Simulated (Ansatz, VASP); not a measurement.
# Ti: VASP beside Ansatz

Contents of INCAR:

```
  PREC = Accurate
  ENCUT = 520
  EDIFF = 1E-6
  ISMEAR = 0
  SIGMA = 0.15
  LREAL = F
  LASPH = T
  NELM = 60
  ALGO = Fast
  ISIF = 2
  LWAVE = F
  LCHARG = F
  GGA = PS
  NBANDS = 12
```

KPOINTS

```
regular mesh
0
Gamma
  22 22 22
```

File POSCAR:

```
Ti
1.0
   -1.3913695312      1.3913695312      2.0216599289
    1.3913695312     -1.3913695312      2.0216599289
    1.3913695312      1.3913695312     -2.0216599289
Ti
1
Direct
    0.0000000000      0.0000000000      0.0000000000
```

Input for Ansatz:

```yaml
crystal:
  lattice:
    - [-1.3913695312, 1.3913695312, 2.0216599289]
    - [1.3913695312, -1.3913695312, 2.0216599289]
    - [1.3913695312, 1.3913695312, -2.0216599289]
  atoms:
    - { symbol: Ti, position: [0.0, 0.0, 0.0] }
basis:
  ecutwfc: 520.0
kpoints:
  mp_grid: { grid: [22, 22, 22] }
hamiltonian:
  xc: pbesol
  pseudopotentials: { kind: paw, azcp: { folder: soft_1 } }
scf:
  occupations: { method: gaussian, width: 0.15 }
output:
  forces: true
  stress: true
  eigenvalues: true
```

Alike in both runs: task single point; functional PBEsol; k mesh 22 × 22 × 22; occupations gaussian, width 0.15 eV; no spin polarisation.

```csv
,VASP,Ansatz
version,VASP 6.6.1,Ansatz 0.2.0
potentials or method,"VASP PAW PBE potentials, release 64 (Ti_sv), cutoff 520 eV","scalar-relativistic, plane waves, PAW"
valence electrons in the cell,12,12
```

|  | VASP | Ansatz | Ansatz less VASP |
| --- | --- | --- | --- |
| gap on the k mesh at the Fermi level (eV) | none | none | - |
| pressure (GPa) | 7.7 | 8.1 | +0.40 |
| traceless stress, the component that is largest in VASP (GPa) | -0.63 | -0.61 | +0.013 |

VASP's potentials were made for PBE, not for PBEsol, and Ansatz warns of the same on its side. A gap of «none» marks a metal or a gap that the smearing closes. The functional is the same, so the differences come from potentials, cutoffs and numerics.
